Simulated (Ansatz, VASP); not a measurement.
## One calculation of SiO2, two programs

```
CELL_PARAMETERS angstrom
4.15515 0.00000 0.00000
0.00000 4.15515 0.00000
0.00000 0.00000 2.40580
ATOMIC_POSITIONS crystal
Si 0.50000 0.50000 0.50000
Si 0.00000 0.00000 0.00000
O 0.69443 0.69443 0.00000
O 0.19443 0.80557 0.50000
O 0.30557 0.30557 0.00000
O 0.80557 0.19443 0.50000
```

Alike in both runs: task single point; functional LDA; k mesh 6 × 6 × 8; occupations gaussian, width 0.05 eV; no spin polarisation.

```csv
,VASP,Ansatz
version,VASP 6.6.1,Ansatz 0.2.0
potentials or method,"VASP PAW LDA potentials, release 64 (Si, O_h), cutoff 910 eV","scalar-relativistic, plane waves, PAW"
valence electrons in the cell,32,32
```

```tsv
	VASP	Ansatz	Ansatz less VASP
gap on the k mesh at the Fermi level (eV)	7.86	7.85	-0.015
least direct gap on the mesh (eV)	7.86	7.85	-0.015
rms of the force components (eV/Å)	0.294	0.274	-0.0202
```

Ansatz warns that its potentials were made for another functional, while VASP's fit it. LDA's correlation is that of Perdew and Zunger in VASP and of Perdew and Wang (1992) in Ansatz. Atom by atom the forces differ by 0.020 eV/Å (rms over components).

Noted on VASP's run: the cutoff is short for stress, so the pressure is rough.
